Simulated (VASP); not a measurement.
# InP (F-43m) in VASP: settings compared

The runs below take InP through single point, with HSE06, PBE0.

All numbers are computed with VASP 6.6.1; they aren't measurements. Logs are shortened: lines on timing, memory, paths and dates and some standing lists are left out, and cuts for length are marked.

### 1 The cell of the first run

It takes space group F-43m (No. 216, cubic). The conventional cell has a = 5.908 Å, b = 5.908 Å, c = 5.908 Å, α = 90.00°, β = 90.00°, γ = 90.00°. Within 3.4 Å of In (site symmetry -43m) lie 4 P at 2.56 Å. P (site symmetry -43m) has 4 In at 2.56 Å within 3.4 Å.

### 2 Single point, HSE06

Input file POSCAR:

```
InP
1.0
    0.0000000000      2.9538002896      2.9538002896
    2.9538002896      0.0000000000      2.9538002896
    2.9538002896      2.9538002896      0.0000000000
In P
1 1
Direct
    0.0000000000      0.0000000000      0.0000000000
    0.2500000000      0.2500000000      0.2500000000
```

Input file INCAR.step1:

```
PREC = Accurate ; ENCUT = 520
EDIFF = 1E-5 ; ISMEAR = 0
SIGMA = 0.01 ; LREAL = F
LASPH = T ; NELM = 60
ALGO = Normal ; ISIF = 2
LWAVE = T ; LCHARG = F
NBANDS = 16 ; GGA = PE
```

Input file INCAR.step2:

```
PREC = Accurate ; ENCUT = 520
EDIFF = 1E-7 ; ISMEAR = 0
SIGMA = 0.01 ; LREAL = F
LASPH = T ; NELM = 60
ALGO = Normal ; ISIF = 2
LWAVE = F ; LCHARG = F
GGA = PE ; LHFCALC = T
HFSCREEN = 0.2079 ; PRECFOCK = Normal
NBANDS = 16 ; ISTART = 1
```

Input file KPOINTS:

```
Automatic mesh
0
Gamma
  6 6 6
```

Potentials or basis: VASP PAW PBE potentials, release 64 (In_d, P).

Run with:

```
cat potpaw_PBE.64/In_d/POTCAR potpaw_PBE.64/P/POTCAR > POTCAR
cp INCAR.step1 INCAR
mpirun -np 1 vasp_std > vasp.out
cp INCAR.step2 INCAR
mpirun -np 1 vasp_std > vasp.out
```

OUTCAR:

```text
PREC = Accurate
   ENCUT = 520
   EDIFF = 1E-7
   ISMEAR = 0
   LREAL = F
   LASPH = T
   NELM = 60
   ISIF = 2
   GGA = PE
   LHFCALC = T
   HFSCREEN = 0.2079
   PRECFOCK = Normal
   ISTART = 1

 ion  position               nearest neighbor table
   1  0.000  0.000  0.000-   2 2.56   2 2.56   2 2.56   2 2.56
   2  0.250  0.250  0.250-   1 2.56   1 2.56   1 2.56   1 2.56

  LATTYP: Found a face centered cubic cell.
 ALAT       =     5.9076005792

  Lattice vectors:

 A1 = (   0.0000000000,   2.9538002896,   2.9538002896)
 A2 = (   2.9538002896,   0.0000000000,   2.9538002896)
 A3 = (   2.9538002896,   2.9538002896,   0.0000000000)

Analysis of symmetry for initial positions (statically):
=====================================================================
 Subroutine PRICEL returns:
 Original cell was already a primitive cell.

 Routine SETGRP: Setting up the symmetry group for a
 face centered cubic supercell.

 Subroutine GETGRP returns: Found 24 space group operations
 (whereof 24 operations were pure point group operations)
 out of a pool of 48 trial point group operations.

The static configuration has the point symmetry T_d .

Analysis of symmetry for dynamics (positions and initial velocities):
=====================================================================
 Subroutine PRICEL returns:
 Original cell was already a primitive cell.

 Routine SETGRP: Setting up the symmetry group for a
 face centered cubic supercell.

 Subroutine GETGRP returns: Found 24 space group operations
 (whereof 24 operations were pure point group operations)
 out of a pool of 48 trial point group operations.

The dynamic configuration has the point symmetry T_d .

 Subroutine INISYM returns: Found 24 space group operations
 (whereof 24 operations are pure point group operations),
 and found     1 'primitive' translations

----------------------------------------------------------------------------------------

                                     Primitive cell

  volume of cell :      51.5434

  direct lattice vectors                    reciprocal lattice vectors
     0.000000000  2.953800290  2.953800290    -0.169273462  0.169273462  0.169273462
     2.953800290  0.000000000  2.953800290     0.169273462 -0.169273462  0.169273462
     2.953800290  2.953800290  0.000000000     0.169273462  0.169273462 -0.169273462

  length of vectors
     4.177304430  4.177304430  4.177304430     0.293190236  0.293190236  0.293190236

  position of ions in fractional coordinates (direct lattice)
     0.000000000  0.000000000  0.000000000
     0.250000000  0.250000000  0.250000000

  ion indices of the primitive-cell ions
   primitive index   ion index
                 1           1
                 2           2

----------------------------------------------------------------------------------------

 KPOINTS: Automatic mesh

Automatic generation of k-mesh.
 Grid dimensions read from file:
 generate k-points for:    6    6    6

 Generating k-lattice:

  Cartesian coordinates                     Fractional coordinates (reciprocal lattice)
    -0.028212244  0.028212244  0.028212244     0.166666667  0.000000000  0.000000000
     0.028212244 -0.028212244  0.028212244     0.000000000  0.166666667  0.000000000
     0.028212244  0.028212244 -0.028212244     0.000000000  0.000000000  0.166666667

  Length of vectors
     0.048865039  0.048865039  0.048865039

  Shift w.r.t. Gamma in fractional coordinates (k-lattice)
     0.000000000  0.000000000  0.000000000

 Subroutine IBZKPT returns following result:
 ===========================================

 Found     16 irreducible k-points:

 Following reciprocal coordinates:
            Coordinates               Weight
  0.000000  0.000000  0.000000      1.000000
  0.166667  0.000000  0.000000      8.000000
  0.333333  0.000000  0.000000      8.000000
  0.500000  0.000000  0.000000      4.000000
  0.166667  0.166667  0.000000      6.000000
  0.333333  0.166667  0.000000     24.000000
[... 8 lines left out ...]
 -0.333333  0.333333  0.166667     24.000000
 -0.333333  0.500000  0.166667     12.000000
   k-points           NKPTS =     16   k-points in BZ     NKDIM =    216   number of bands    NBANDS=     16
   number of dos      NEDOS =    301   number of ions     NIONS =      2
   total plane-waves  NPLWV =  32768
   dimension x,y,z NGX =    32 NGY =   32 NGZ =   32
   dimension x,y,z NGXF=    64 NGYF=   64 NGZF=   64
   ions per type =               1   1
   NGX,Y,Z   is equivalent  to a cutoff of  12.74, 12.74, 12.74 a.u.
   NGXF,Y,Z  is equivalent  to a cutoff of  25.47, 25.47, 25.47 a.u.
 SYSTEM =  unknown system
   PREC   = accura    normal or accurate (medium, high low for compatibility)
   ISTART =      1    job   : 0-new  1-cont  2-samecut
   ICHARG =      0    charge: 1-file 2-atom 10-const
   ISPIN  =      1    spin polarized calculation?
   LNONCOLLINEAR =      F non collinear calculations
   LSORBIT =      F    spin-orbit coupling
   LASPH  =      T    aspherical Exc in radial PAW
   ENCUT  =  520.0 eV  38.22 Ry    6.18 a.u.   7.77  7.77  7.77*2*pi/ulx,y,z
   NELM   =     60;   NELMIN=  2; NELMDL=  0     # of ELM steps
   EDIFF  = 0.1E-06   stopping-criterion for ELM
   LREAL  =      F    real-space projection
   EDIFFG = 0.1E-05   stopping-criterion for IOM
   NSW    =      0    number of steps for IOM
   IBRION =     -1    ionic relax: 0-MD 1-quasi-New 2-CG
   NFREE  =      0    steps in history (QN), initial steepest desc. (CG)
   ISIF   =      2    stress and relaxation
   ISYM   =      3    0-nonsym 1-usesym 2-fastsym
   POTIM  = 0.5000    time-step for ionic-motion
   TEBEG  =    0.0;   TEEND  =   0.0 temperature during run
   PSTRESS=    0.0 pullay stress
   NELECT =      18.0000    total number of electrons
   NUPDOWN=      -1.0000    fix difference up-down
   EMIN   =  10.00;   EMAX   =-10.00  energy-range for DOS
   EFERMI =   0.00;   METHOD = LEGACY
   ISMEAR =     0;   SIGMA  =   0.01  broadening in eV -4-tet -1-fermi 0-gaus
   EFERMI_NEDOS =   21; number of points for ismear=-14 and -15
   IALGO  =     38    algorithm
   IMIX   =      1    mixing-type and parameters
     AMIX     =   0.40;   BMIX     =  1.00
     AMIX_MAG =   1.60;   BMIX_MAG =  1.00
  volume/ion in A,a.u.               =      25.77       173.92
  Fermi-wavevector in a.u.,A,eV,Ry     =   1.152855  2.178579 18.083146  1.329074
  Thomas-Fermi vector in A             =   2.289503
   LORBIT       =      0    0 simple, 1 ext, 2 COOP (PROOUT), +10 PAW based schemes
   GGA     = PE    functional components
   LHFCALC =     T    Hartree Fock is set to
   PRECFOCK=normal    Normal, Fast or Accurate (Low or Medium for compatibility)
   ENCUT4O =  -1.0   cutoff for four orbital integrals eV
   NKREDX  =     1    reduce k-point grid by
   NKREDY  =     1    reduce k-point grid by
   NKREDZ  =     1    reduce k-point grid by
   AEXX    =    0.2500 exact exchange contribution
   HFSCREEN=    0.2079 screening length (either q_TF or 0.3 A-1)
   HFSCREENC=   0.2079 screening length for correlation (either q_TF or 0.3 A-1)
   ENCUTFOCK=  -1.0 apply spherical cutoff to Coloumb kernel
   IVDW    =     0    specifies the selected vdW correction
   LEPSILON=     F    determine dielectric tensor
   LRPA    =     F    only Hartree local field effects (RPA)
 non-spin polarized calculation
 Gauss-broadening in eV      SIGMA  =   0.01
  energy-cutoff  :      520.00
  volume of cell :       51.54
 maximum number of plane-waves:      1411
  NGX = 24; NGY = 24; NGZ = 24

 number of electron      18.0000009 magnetization

 Free energy of the ion-electron system (eV)
  ---------------------------------------------------
  ext. energy  EPLUGINS =         0.00000000
  ---------------------------------------------------
  free energy    TOTEN  =        -9.98565887 eV

  energy without entropy =       -9.98565887  energy(sigma->0) =       -9.98565887

 E-fermi :   4.5966     XC(G=0):  -7.6478

 val. band max:        4.5144288071   @ k =   0.0000   0.0000   0.0000
 cond. band min:       5.8677865222   @ k =   0.0000   0.0000   0.0000
 fundamental gap:      1.3533577151
 Fermi energy:         4.5966354870

 k-point     1 :       0.0000    0.0000    0.0000
  band No.  band energies     occupation
      1     -11.3310      2.00000
      2     -11.3310      2.00000
      3     -11.3310      2.00000
      4     -11.1810      2.00000
      5     -11.1810      2.00000
      6      -8.0576      2.00000
[... 8 lines left out ...]
     15      14.9680      0.00000
     16      14.9680      0.00000

 k-point     2 :       0.1667    0.0000    0.0000
  band No.  band energies     occupation
      1     -11.3583      2.00000
      2     -11.3193      2.00000
      3     -11.3193      2.00000
      4     -11.1807      2.00000
      5     -11.1807      2.00000
      6      -7.7298      2.00000
[... 8 lines left out ...]
     15      14.0693      0.00000
     16      14.8928      0.00000

 k-point     3 :       0.3333    0.0000    0.0000
  band No.  band energies     occupation
      1     -11.4103      2.00000
      2     -11.3003      2.00000
      3     -11.3003      2.00000
      4     -11.1753      2.00000
      5     -11.1753      2.00000
      6      -6.8856      2.00000
[... 8 lines left out ...]
     15      14.5991      0.00000
     16      14.5991      0.00000

 k-point     4 :       0.5000    0.0000    0.0000
  band No.  band energies     occupation
      1     -11.4350      2.00000
      2     -11.2936      2.00000
      3     -11.2936      2.00000
      4     -11.1697      2.00000
      5     -11.1697      2.00000
      6      -6.2662      2.00000
[... 8 lines left out ...]
     15      16.2822      0.00000
     16      16.2822      0.00000
[... 172 lines left out ...]
 k-point    14 :       0.5000    0.3333    0.1667
  band No.  band energies     occupation
      1     -11.4495      2.00000
      2     -11.2789      2.00000
      3     -11.2626      2.00000
      4     -11.1987      2.00000
      5     -11.1650      2.00000
      6      -6.2277      2.00000
[... 8 lines left out ...]
     15      16.6837      0.00000
     16      17.4282      0.00000

 k-point    15 :      -0.3333    0.3333    0.1667
  band No.  band energies     occupation
      1     -11.4584      2.00000
      2     -11.2790      2.00000
      3     -11.2524      2.00000
      4     -11.1938      2.00000
      5     -11.1694      2.00000
      6      -5.7376      2.00000
[... 8 lines left out ...]
     15      16.6482      0.00000
     16      17.2491      0.00000

 k-point    16 :      -0.3333    0.5000    0.1667
  band No.  band energies     occupation
      1     -11.4769      2.00000
      2     -11.2624      2.00000
      3     -11.2395      2.00000
      4     -11.2076      2.00000
      5     -11.1618      2.00000
      6      -5.5274      2.00000
[... 8 lines left out ...]
     15      16.9465      0.00000
     16      17.6267      0.00000

------------------------ aborting loop because EDIFF is reached ----------------------------------------

  FORCE on cell =-STRESS in cart. coord.  units (eV):
  Direction    XX          YY          ZZ          XY          YZ          ZX
  --------------------------------------------------------------------------------------
  -------------------------------------------------------------------------------------
  Total       -0.0987219     -0.0987219     -0.0987219     -0.0000000      0.0000000     -0.0000000
  in kB       -3.0686727     -3.0686727     -3.0686727     -0.0000000      0.0000000     -0.0000000
  external PRESSURE =      -3.0686727 kB  Pullay stress =       0.0000000 kB

 VOLUME and BASIS-vectors are now :
 -----------------------------------------------------------------------------
  energy-cutoff  :      520.00
  volume of cell :       51.54
      direct lattice vectors                 reciprocal lattice vectors
     0.000000000  2.953800290  2.953800290    -0.169273462  0.169273462  0.169273462
     2.953800290  0.000000000  2.953800290     0.169273462 -0.169273462  0.169273462
     2.953800290  2.953800290  0.000000000     0.169273462  0.169273462 -0.169273462

 POSITION                                       TOTAL-FORCE (eV/Angst)
 -----------------------------------------------------------------------------------
      0.00000      0.00000      0.00000         0.000000      0.000000      0.000000
      1.47690      1.47690      1.47690        -0.000000     -0.000000     -0.000000
 -----------------------------------------------------------------------------------
    total drift:                                0.000008      0.000010      0.000006

  FREE ENERGIE OF THE ION-ELECTRON SYSTEM (eV)
  ---------------------------------------------------
  free  energy   TOTEN  =        -9.9856588746 eV

  energy  without entropy=       -9.9856588746  energy(sigma->0) =       -9.98565887
```

Run time: 53 min. Hardware: 1 thread of Intel Xeon Platinum 8259CL at 2.50GHz (Skylake/Cascade Lake), shared host; peak memory 0.3 GiB.

What came out:

```yaml
Free_energy: -9.9857 eV
Pressure: -0.3 GPa
Band_gap_on_the_k_mesh: 1.35 eV
```

Caveat: the PAW data sets were made with another functional, which shifts forces and pressure a little; spin-orbit coupling is left out, which moves the levels of the heavy elements.

### 3 Single point, PBE0

POSCAR is that of step 2.

Input file INCAR.step1:

```
SYSTEM = InP
PREC = Accurate ; ENCUT = 520
EDIFF = 1E-5 ; ISMEAR = 0
SIGMA = 0.01 ; LREAL = .False.
LASPH = .True. ; NELM = 100
ALGO = Normal ; ISIF = 2
LWAVE = .True. ; LCHARG = .False.
GGA = PE ; NBANDS = 16
```

Input file INCAR.step2:

```
SYSTEM = InP
PREC = Accurate ; ENCUT = 520
EDIFF = 1E-7 ; ISMEAR = 0
SIGMA = 0.01 ; LREAL = .False.
LASPH = .True. ; NELM = 100
ALGO = Normal ; ISIF = 2
LWAVE = .False. ; LCHARG = .False.
GGA = PE ; LHFCALC = .True.
AEXX = 0.25 ; PRECFOCK = Normal
ISTART = 1 ; NBANDS = 16
```

Input file KPOINTS:

```
regular mesh
0
Gamma
  6 6 6
  0 0 0
```

Potentials or basis: VASP PAW PBE potentials, release 64 (In_d, P).

Run with:

```
cat potpaw_PBE.64/In_d/POTCAR potpaw_PBE.64/P/POTCAR > POTCAR
cp INCAR.step1 INCAR
mpirun -np 1 vasp_std > vasp.out
cp INCAR.step2 INCAR
mpirun -np 1 vasp_std > vasp.out
```

OUTCAR:

```text
SYSTEM = InP
   PREC = Accurate
   ENCUT = 520
   EDIFF = 1E-7
   ISMEAR = 0
   LREAL = .False.
   LASPH = .True.
   NELM = 100
   ISIF = 2
   GGA = PE
   LHFCALC = .True.
   AEXX = 0.25
   PRECFOCK = Normal
   ISTART = 1

 ion  position               nearest neighbor table
   1  0.000  0.000  0.000-   2 2.56   2 2.56   2 2.56   2 2.56
   2  0.250  0.250  0.250-   1 2.56   1 2.56   1 2.56   1 2.56

  LATTYP: Found a face centered cubic cell.
 ALAT       =     5.9076005792

  Lattice vectors:

 A1 = (   0.0000000000,   2.9538002896,   2.9538002896)
 A2 = (   2.9538002896,   0.0000000000,   2.9538002896)
 A3 = (   2.9538002896,   2.9538002896,   0.0000000000)

Analysis of symmetry for initial positions (statically):
=====================================================================
 Subroutine PRICEL returns:
 Original cell was already a primitive cell.

 Routine SETGRP: Setting up the symmetry group for a
 face centered cubic supercell.

[... 161 lines left out ...]
  free energy    TOTEN  =       -10.89228573 eV

  energy without entropy =      -10.89228573  energy(sigma->0) =      -10.89228573

 E-fermi :   4.2437     XC(G=0):  -7.2682

 val. band max:        4.1697460832   @ k =   0.0000   0.0000   0.0000
 cond. band min:       6.1574362259   @ k =   0.0000   0.0000   0.0000
 fundamental gap:      1.9876901426
 Fermi energy:         4.2437037035

 k-point     1 :       0.0000    0.0000    0.0000
  band No.  band energies     occupation
      1     -11.7529      2.00000
      2     -11.7529      2.00000
      3     -11.7529      2.00000
      4     -11.6023      2.00000
      5     -11.6023      2.00000
      6      -8.4978      2.00000
[... 281 lines left out ...]
      3     -11.6615      2.00000
      4     -11.6293      2.00000
      5     -11.5835      2.00000
      6      -5.9580      2.00000
[... 8 lines left out ...]
     15      17.3437      0.00000
     16      18.0187      0.00000

------------------------ aborting loop because EDIFF is reached ----------------------------------------

  FORCE on cell =-STRESS in cart. coord.  units (eV):
  Direction    XX          YY          ZZ          XY          YZ          ZX
  --------------------------------------------------------------------------------------
  -------------------------------------------------------------------------------------
  Total       -0.1906780     -0.1906780     -0.1906780      0.0000000      0.0000000     -0.0000000
  in kB       -5.9270390     -5.9270390     -5.9270390      0.0000000      0.0000000     -0.0000000
  external PRESSURE =      -5.9270390 kB  Pullay stress =       0.0000000 kB

 VOLUME and BASIS-vectors are now :
 -----------------------------------------------------------------------------
  energy-cutoff  :      520.00
  volume of cell :       51.54
      direct lattice vectors                 reciprocal lattice vectors
     0.000000000  2.953800290  2.953800290    -0.169273462  0.169273462  0.169273462
     2.953800290  0.000000000  2.953800290     0.169273462 -0.169273462  0.169273462
     2.953800290  2.953800290  0.000000000     0.169273462  0.169273462 -0.169273462

 POSITION                                       TOTAL-FORCE (eV/Angst)
 -----------------------------------------------------------------------------------
      0.00000      0.00000      0.00000         0.000000      0.000000      0.000000
      1.47690      1.47690      1.47690        -0.000000     -0.000000     -0.000000
 -----------------------------------------------------------------------------------
    total drift:                                0.000035      0.000032      0.000021

  FREE ENERGIE OF THE ION-ELECTRON SYSTEM (eV)
  ---------------------------------------------------
  free  energy   TOTEN  =       -10.8922857322 eV

  energy  without entropy=      -10.8922857322  energy(sigma->0) =      -10.89228573
```

OUTCAR.step1:

```text
SYSTEM = InP
   PREC = Accurate
   ENCUT = 520
   EDIFF = 1E-5
   ISMEAR = 0
   LREAL = .False.
   LASPH = .True.
[... 514 lines left out ...]
      0.00000      0.00000      0.00000         0.000000      0.000000      0.000000
      1.47690      1.47690      1.47690        -0.000000     -0.000000     -0.000000
 -----------------------------------------------------------------------------------
    total drift:                               -0.000000     -0.000000     -0.000000

  FREE ENERGIE OF THE ION-ELECTRON SYSTEM (eV)
  ---------------------------------------------------
  free  energy   TOTEN  =        -8.3887039015 eV

  energy  without entropy=       -8.3887039015  energy(sigma->0) =       -8.38870390
```

OSZICAR.step1:

```text
N       E                     dE             d eps       ncg     rms          rms(c)
DAV:   1     0.114325355753E+03    0.11433E+03   -0.84043E+03   520   0.123E+03
DAV:   2    -0.889485432160E+00   -0.11521E+03   -0.10941E+03   544   0.306E+02
DAV:   3    -0.859475241602E+01   -0.77053E+01   -0.76665E+01   688   0.771E+01
DAV:   4    -0.879582986312E+01   -0.20108E+00   -0.20101E+00   656   0.133E+01
DAV:   5    -0.880493153685E+01   -0.91017E-02   -0.91014E-02   736   0.247E+00    0.548E+00
DAV:   6    -0.841459733666E+01    0.39033E+00   -0.61784E-01   816   0.125E+01    0.328E+00
DAV:   7    -0.838720695273E+01    0.27390E-01   -0.15791E-01   720   0.309E+00    0.123E+00
DAV:   8    -0.838782574264E+01   -0.61879E-03   -0.15353E-02   648   0.145E+00    0.301E-01
DAV:   9    -0.838847158712E+01   -0.64584E-03   -0.13192E-03   616   0.388E-01    0.148E-01
DAV:  10    -0.838862596311E+01   -0.15438E-03   -0.23896E-04   752   0.198E-01    0.917E-02
DAV:  11    -0.838870474949E+01   -0.78786E-04   -0.13436E-04   568   0.102E-01    0.435E-02
DAV:  12    -0.838870390146E+01    0.84803E-06   -0.72969E-06   472   0.239E-02
   1 F= -.83887039E+01 E0= -.83887039E+01  d E =-.345923E-26
```

Run time: 46 min. Hardware: 1 thread of Oxide Virtual Turin-like, shared host; peak memory 0.17 GiB.

What came out:

```yaml
Free_energy: -10.8923 eV
Pressure: -0.6 GPa
Band_gap_on_the_k_mesh: 1.99 eV
```

Caveat: the PAW data sets were made with another functional, which shifts forces and pressure a little; spin-orbit coupling is left out, which moves the levels of the heavy elements.
